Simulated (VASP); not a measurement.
# AlSn (P-6m2) in VASP: notebook

Aim: see how the results for AlSn move with the level of theory and the settings. Levels: PBEsol+D3(BJ), PBEsol+D4, LDA, PBEsol. Tasks: single point.

All numbers are computed with VASP 6.6.1; they aren't measurements. Logs are shortened: lines on timing, memory, paths and dates and some standing lists are left out, and cuts for length are marked.

### 1 The cell of the first run

The structure is hexagonal, space group P-6m2 (No. 187). The conventional cell has a = 4.085 Å, b = 4.085 Å, c = 3.256 Å, α = 90.00°, β = 90.00°, γ = 120.00°. Sn (site symmetry -6m2) has 6 Al at 2.87 Å and 2 Sn at 3.26 Å within 3.8 Å. Within 3.8 Å of Al (site symmetry -6m2) lie 6 Sn at 2.87 Å and 2 Al at 3.26 Å.

### 2 Single point, PBEsol+D3(BJ)

The input, INCAR:

```
SYSTEM = AlSn
PREC = Accurate ; ENCUT = 520
EDIFF = 1E-7 ; ISMEAR = -1
SIGMA = 0.05 ; LREAL = .FALSE.
LASPH = .TRUE. ; NELM = 100
ALGO = Fast ; ISIF = 2
LWAVE = .FALSE. ; LCHARG = .FALSE.
GGA = PS ; IVDW = 12
NBANDS = 16
```

The input, KPOINTS:

```
regular mesh
0
G
  7 7 8
  0 0 0
```

The input, POSCAR:

```
AlSn
1.0
    4.0851784713      0.0000000000      0.0000000000
   -2.0425892356      3.5378683352      0.0000000000
    0.0000000000      0.0000000000      3.2559393654
Sn Al
1 1
Direct
    0.3333333333      0.6666666667      0.5000000000
    0.0000000000      0.0000000000      0.0000000000
```

Potentials or basis: VASP PAW PBE potentials, release 64 (Sn_d, Al).

On the command line:

```
$ cat potpaw_PBE.64/Sn_d/POTCAR potpaw_PBE.64/Al/POTCAR > POTCAR
$ mpirun -np 1 vasp_std > vasp.out
```

OUTCAR:

```text
SYSTEM = AlSn
   PREC = Accurate
   ENCUT = 520
   EDIFF = 1E-7
   ISMEAR = -1
   LREAL = .FALSE.
   LASPH = .TRUE.
   NELM = 100
   ISIF = 2
   GGA = PS
   IVDW = 12
 IVDW          = 12

 ion  position               nearest neighbor table
   1  0.333  0.667  0.500-   2 2.87   2 2.87   2 2.87   2 2.87   2 2.87   2 2.87
   2  0.000  0.000  0.000-   1 2.87   1 2.87   1 2.87   1 2.87   1 2.87   1 2.87

  LATTYP: Found a hexagonal cell.
 ALAT       =     4.0851784713
 C/A-ratio  =     0.7970127592

  Lattice vectors:

 A1 = (   4.0851784713,   0.0000000000,   0.0000000000)
 A2 = (  -2.0425892356,   3.5378683352,   0.0000000000)
 A3 = (   0.0000000000,   0.0000000000,   3.2559393654)

Analysis of symmetry for initial positions (statically):
=====================================================================
 Subroutine PRICEL returns:
 Original cell was already a primitive cell.

 Routine SETGRP: Setting up the symmetry group for a
 hexagonal supercell.

 Subroutine GETGRP returns: Found 12 space group operations
 (whereof 12 operations were pure point group operations)
 out of a pool of 24 trial point group operations.

The static configuration has the point symmetry D_3h.

Analysis of symmetry for dynamics (positions and initial velocities):
=====================================================================
 Subroutine PRICEL returns:
 Original cell was already a primitive cell.

 Routine SETGRP: Setting up the symmetry group for a
 hexagonal supercell.

 Subroutine GETGRP returns: Found 12 space group operations
 (whereof 12 operations were pure point group operations)
 out of a pool of 24 trial point group operations.

The dynamic configuration has the point symmetry D_3h.

 Subroutine INISYM returns: Found 12 space group operations
 (whereof 12 operations are pure point group operations),
 and found     1 'primitive' translations

----------------------------------------------------------------------------------------

                                     Primitive cell

  volume of cell :      47.0575

  direct lattice vectors                    reciprocal lattice vectors
     4.085178471  0.000000000  0.000000000     0.244787347  0.141328041  0.000000000
    -2.042589236  3.537868335  0.000000000     0.000000000  0.282656081  0.000000000
     0.000000000  0.000000000  3.255939365     0.000000000  0.000000000  0.307131027

  length of vectors
     4.085178471  4.085178471  3.255939365     0.282656081  0.282656081  0.307131027

  position of ions in fractional coordinates (direct lattice)
     0.333333333  0.666666667  0.500000000
     0.000000000  0.000000000  0.000000000

  ion indices of the primitive-cell ions
   primitive index   ion index
                 1           1
                 2           2

----------------------------------------------------------------------------------------

 KPOINTS: regular mesh

Automatic generation of k-mesh.
 Grid dimensions read from file:
 generate k-points for:    7    7    8

 Generating k-lattice:

  Cartesian coordinates                     Fractional coordinates (reciprocal lattice)
     0.034969621  0.020189720  0.000000000     0.142857143  0.000000000  0.000000000
     0.000000000  0.040379440  0.000000000     0.000000000  0.142857143  0.000000000
     0.000000000  0.000000000  0.038391378     0.000000000  0.000000000  0.125000000

  Length of vectors
     0.040379440  0.040379440  0.038391378

  Shift w.r.t. Gamma in fractional coordinates (k-lattice)
     0.000000000  0.000000000  0.000000000

 Subroutine IBZKPT returns following result:
 ===========================================

 Found     40 irreducible k-points:

 Following reciprocal coordinates:
            Coordinates               Weight
  0.000000  0.000000  0.000000      1.000000
  0.142857  0.000000  0.000000      6.000000
  0.285714 -0.000000  0.000000      6.000000
  0.428571 -0.000000  0.000000      6.000000
  0.142857  0.142857  0.000000      6.000000
  0.285714  0.142857  0.000000     12.000000
[... 16 lines left out ...]
  0.428571  0.142857  0.250000     12.000000
  0.285714  0.285714  0.250000     12.000000
 [... further k-points ...]
   k-points           NKPTS =     40   k-points in BZ     NKDIM =     40   number of bands    NBANDS=     16
   number of dos      NEDOS =    301   number of ions     NIONS =      2
   total plane-waves  NPLWV =  21600
   dimension x,y,z NGX =    30 NGY =   30 NGZ =   24
   dimension x,y,z NGXF=    60 NGYF=   60 NGZF=   48
   ions per type =               1   1
   NGX,Y,Z   is equivalent  to a cutoff of  12.21, 12.21, 12.25 a.u.
   NGXF,Y,Z  is equivalent  to a cutoff of  24.42, 24.42, 24.51 a.u.
 SYSTEM =  AlSn
   PREC   = accura    normal or accurate (medium, high low for compatibility)
   ISTART =      0    job   : 0-new  1-cont  2-samecut
   ICHARG =      2    charge: 1-file 2-atom 10-const
   ISPIN  =      1    spin polarized calculation?
   LNONCOLLINEAR =      F non collinear calculations
   LSORBIT =      F    spin-orbit coupling
   LASPH  =      T    aspherical Exc in radial PAW
   ENCUT  =  520.0 eV  38.22 Ry    6.18 a.u.   7.60  7.60  6.05*2*pi/ulx,y,z
   NELM   =    100;   NELMIN=  2; NELMDL= -5     # of ELM steps
   EDIFF  = 0.1E-06   stopping-criterion for ELM
   LREAL  =      F    real-space projection
   EDIFFG = 0.1E-05   stopping-criterion for IOM
   NSW    =      0    number of steps for IOM
   IBRION =     -1    ionic relax: 0-MD 1-quasi-New 2-CG
   NFREE  =      0    steps in history (QN), initial steepest desc. (CG)
   ISIF   =      2    stress and relaxation
   ISYM   =      2    0-nonsym 1-usesym 2-fastsym
   POTIM  = 0.5000    time-step for ionic-motion
   TEBEG  =    0.0;   TEEND  =   0.0 temperature during run
   PSTRESS=    0.0 pullay stress
   NELECT =      17.0000    total number of electrons
   NUPDOWN=      -1.0000    fix difference up-down
   EMIN   =  10.00;   EMAX   =-10.00  energy-range for DOS
   EFERMI =   0.00;   METHOD = LEGACY
   ISMEAR =    -1;   SIGMA  =   0.05  broadening in eV -4-tet -1-fermi 0-gaus
   EFERMI_NEDOS =   21; number of points for ismear=-14 and -15
   IALGO  =     68    algorithm
   IMIX   =      4    mixing-type and parameters
     AMIX     =   0.40;   BMIX     =  1.00
     AMIX_MAG =   1.60;   BMIX_MAG =  1.00
  volume/ion in A,a.u.               =      23.53       158.78
  Fermi-wavevector in a.u.,A,eV,Ry     =   1.165954  2.203334 18.496427  1.359449
  Thomas-Fermi vector in A             =   2.302473
   LORBIT       =      0    0 simple, 1 ext, 2 COOP (PROOUT), +10 PAW based schemes
   GGA     = PS    functional components
   LHFCALC =     F    Hartree Fock is set to
   AEXX    =    0.0000 exact exchange contribution
   IVDW    =    12    specifies the selected vdW correction
   LEPSILON=     F    determine dielectric tensor
   LRPA    =     F    only Hartree local field effects (RPA)
 non-spin polarized calculation
 RMM-DIIS sequential band-by-band and
  energy-cutoff  :      520.00
  volume of cell :       47.06
 maximum number of plane-waves:      1281
   NGX = 15   NGY = 15   NGZ = 13

 number of electron      17.0000004 magnetization

 Free energy of the ion-electron system (eV)
  ---------------------------------------------------
  ext. energy  EPLUGINS =         0.00000000
  ---------------------------------------------------
  free energy    TOTEN  =        -7.96615972 eV

  energy without entropy =       -7.96195618  energy(sigma->0) =       -7.96405795

 E-fermi :   7.0587     XC(G=0):  -9.9786

 val. band max:        6.9436909959   @ k =   0.2857   0.2857   0.2500
 cond. band min:       7.1206627165   @ k =   0.4286   0.1429   0.5000
 fundamental gap:      0.1769717205
 Fermi energy:         7.0586730485

 k-point     1 :       0.0000    0.0000    0.0000
  band No.  band energies     occupation
      1     -14.2552      2.00000
      2     -14.1314      2.00000
      3     -14.1314      2.00000
      4     -14.1065      2.00000
      5     -14.1065      2.00000
      6      -3.8659      2.00000
[... 8 lines left out ...]
     15      19.3834      0.00000
     16      20.1252      0.00000

 k-point     2 :       0.1429    0.0000    0.0000
  band No.  band energies     occupation
      1     -14.2530      2.00000
      2     -14.1322      2.00000
      3     -14.1263      2.00000
      4     -14.1082      2.00000
      5     -14.1070      2.00000
      6      -3.6384      2.00000
[... 8 lines left out ...]
     15      17.6348      0.00000
     16      19.8808      0.00000

 k-point     3 :       0.2857   -0.0000    0.0000
  band No.  band energies     occupation
      1     -14.2483      2.00000
      2     -14.1336      2.00000
      3     -14.1147      2.00000
      4     -14.1119      2.00000
      5     -14.1080      2.00000
      6      -2.9797      2.00000
[... 8 lines left out ...]
     15      17.0831      0.00000
     16      18.8137      0.00000

 k-point     4 :       0.4286   -0.0000    0.0000
  band No.  band energies     occupation
      1     -14.2449      2.00000
      2     -14.1346      2.00000
      3     -14.1150      2.00000
      4     -14.1088      2.00000
      5     -14.1053      2.00000
      6      -2.0775      2.00000
[... 8 lines left out ...]
     15      16.9114      0.00000
     16      18.5803      0.00000
[... 324 lines left out ...]
 k-point    22 :       0.2857    0.1429    0.2500
  band No.  band energies     occupation
      1     -14.1569      2.00000
      2     -14.1496      2.00000
      3     -14.1416      2.00000
      4     -14.1239      2.00000
      5     -14.1056      2.00000
      6      -1.4740      2.00000
[... 8 lines left out ...]
     15      18.0327      0.00000
     16      19.4576      0.00000

 k-point    23 :       0.4286    0.1429    0.2500
  band No.  band energies     occupation
      1     -14.1590      2.00000
      2     -14.1505      2.00000
      3     -14.1409      2.00000
      4     -14.1212      2.00000
      5     -14.1027      2.00000
      6      -0.8262      2.00000
[... 8 lines left out ...]
     15      17.8944      0.00000
     16      20.2981      0.00000

 k-point    24 :       0.2857    0.2857    0.2500
  band No.  band energies     occupation
      1     -14.1574      2.00000
      2     -14.1529      2.00000
      3     -14.1366      2.00000
      4     -14.1194      2.00000
      5     -14.1073      2.00000
      6      -0.7093      2.00000
[... 8 lines left out ...]
     15      19.6533      0.00000
     16      19.6892      0.00000

 [... further k-points ...]

------------------------ aborting loop because EDIFF is reached ----------------------------------------

 Edisp (eV)   -0.65398

 E8    (eV) :    -0.4532

  FORCE on cell =-STRESS in cart. coord.  units (eV):
  Direction    XX          YY          ZZ          XY          YZ          ZX
  --------------------------------------------------------------------------------------
  -------------------------------------------------------------------------------------
  Total      -0.07869    -0.07869    -0.07085    -0.00000     0.00000    -0.00000
  in kB      -2.67903    -2.67903    -2.41241    -0.00000     0.00000    -0.00000
  external pressure =       -2.59 kB  Pullay stress =        0.00 kB

 VOLUME and BASIS-vectors are now :
 -----------------------------------------------------------------------------
  energy-cutoff  :      520.00
  volume of cell :       47.06
      direct lattice vectors                 reciprocal lattice vectors
     4.085178471  0.000000000  0.000000000     0.244787347  0.141328041  0.000000000
    -2.042589236  3.537868335  0.000000000     0.000000000  0.282656081  0.000000000
     0.000000000  0.000000000  3.255939365     0.000000000  0.000000000  0.307131027

 POSITION                                       TOTAL-FORCE (eV/Angst)
 -----------------------------------------------------------------------------------
     -0.00000      2.35858      1.62797        -0.000000      0.000000      0.000000
      0.00000      0.00000      0.00000         0.000000     -0.000000      0.000000
 -----------------------------------------------------------------------------------
    total drift:                                0.000000     -0.000000     -0.000000

  FREE ENERGIE OF THE ION-ELECTRON SYSTEM (eV)
  ---------------------------------------------------
  free  energy   TOTEN  =        -8.6201414001 eV

  energy  without entropy=       -8.6159378649  energy(sigma->0) =       -8.61803963
```

Wall time 17 s (1 thread of Intel Xeon Platinum 8559C (Emerald Rapids), shared host); peak memory 0.17 GiB.

What came out:

| Quantity | Value |
| --- | --- |
| Free energy | -8.6201 eV |
| Pressure | -0.3 GPa |
| Dispersion energy per atom | -0.327 eV |

Caveat: three body term missing; the PAW data sets were made with another functional, which shifts forces and pressure a little; spin-orbit coupling is left out, which moves the levels of the heavy elements; pairwise dispersion overbinds metals, which lowers pressure and volume.

### 3 Single point, PBEsol+D4

This run uses another cell than the first one, of 23.80 Å³/atom, 1.012 times its volume.

The input, INCAR:

```
SYSTEM = AlSn
PREC = Accurate ; ENCUT = 520
EDIFF = 1E-7 ; ISMEAR = -1
SIGMA = 0.05 ; LREAL = .FALSE.
LASPH = .TRUE. ; NELM = 100
ALGO = Normal ; ISIF = 2
LWAVE = .FALSE. ; LCHARG = .FALSE.
GGA = PS ; IVDW = 13
NBANDS = 16
```

The input, KPOINTS:

```
Automatic mesh
0
G
  7 7 8
  0 0 0
```

The input, POSCAR:

```
AlSn
1.0
    4.1031442822      0.0000000000      0.0000000000
   -2.0515721411      3.5534271838      0.0000000000
    0.0000000000      0.0000000000      3.2653514048
Sn Al
1 1
Direct
    0.3333333333      0.6666666667      0.5000000000
    0.0000000000      0.0000000000      0.0000000000
```

Potentials or basis: VASP PAW PBE potentials, release 64 (Sn_d, Al).

On the command line:

```
$ cat potpaw_PBE.64/Sn_d/POTCAR potpaw_PBE.64/Al/POTCAR > POTCAR
$ mpirun -np 1 vasp_std > vasp.out
```

Run time: 11 s. Hardware: 1 thread of Intel Xeon Platinum 8559C (Emerald Rapids), shared host; peak memory 0.17 GiB.

Results (log left out):

```yaml
Free_energy: -8.3814 eV
Pressure: 0.0 GPa
Dispersion_energy_per_atom: -0.205 eV
```

Levels at points of the mesh, in eV from the Fermi level:
| k point | band 6 | band 7 | band 8 | band 9 | band 10 | band 11 |
| --- | --- | --- | --- | --- | --- | --- |
| (0.00, 0.00, 0.00) | -10.85 | -0.17 | -0.17 | 1.14 | 2.53 | 3.22 |
| (0.00, 0.00, 0.50) | -7.71 | -6.52 | 2.87 | 2.87 | 3.77 | 3.77 |

Caveat: the PAW data sets were made with another functional, which shifts forces and pressure a little; spin-orbit coupling is left out, which moves the levels of the heavy elements; pairwise dispersion overbinds metals, which lowers pressure and volume.

### 4 Single point, LDA

This run uses another cell than the first one, of 23.76 Å³/atom, 1.010 times its volume.

The input, INCAR:

```
PREC = Accurate ; ENCUT = 520
EDIFF = 1E-7 ; ISMEAR = -1
SIGMA = 0.05 ; LREAL = F
LASPH = T ; NELM = 100
ALGO = Normal ; ISIF = 2
LWAVE = F ; LCHARG = T
LELF = T ; LVHAR = T
NBANDS = 16
```

The input, KPOINTS:

```
Automatic mesh
0
Gamma
  7 7 8
```

The input, POSCAR:

```
AlSn
1.0
    4.1035902356      0.0000000000      0.0000000000
   -2.0517951178      3.5538133908      0.0000000000
    0.0000000000      0.0000000000      3.2585527021
Sn Al
1 1
Direct
    0.3333333333      0.6666666667      0.5000000000
    0.0000000000      0.0000000000      0.0000000000
```

Potentials or basis: VASP PAW LDA potentials, release 64 (Sn_d, Al).

On the command line:

```
$ cat potpaw_LDA.64/Sn_d/POTCAR potpaw_LDA.64/Al/POTCAR > POTCAR
$ mpirun -np 1 vasp_std > vasp.out
```

Run time: 11 s. Hardware: 1 thread of Intel Xeon Platinum 8559C (Emerald Rapids), shared host; peak memory 0.15 GiB.

It converged, with:

```yaml
Free_energy: -8.3297 eV
Pressure: 0.0 GPa
```

Levels at points of the mesh, in eV from the Fermi level:
```csv
k point,band 6,band 7,band 8,band 9,band 10,band 11
"(0.00, 0.00, 0.00)",-10.85,-0.19,-0.19,1.05,2.54,3.24
"(0.00, 0.00, 0.50)",-7.72,-6.50,2.84,2.84,3.75,3.75
```

Caveat: spin-orbit coupling is left out, which moves the levels of the heavy elements.

(Part 1 of 2 ends here.)
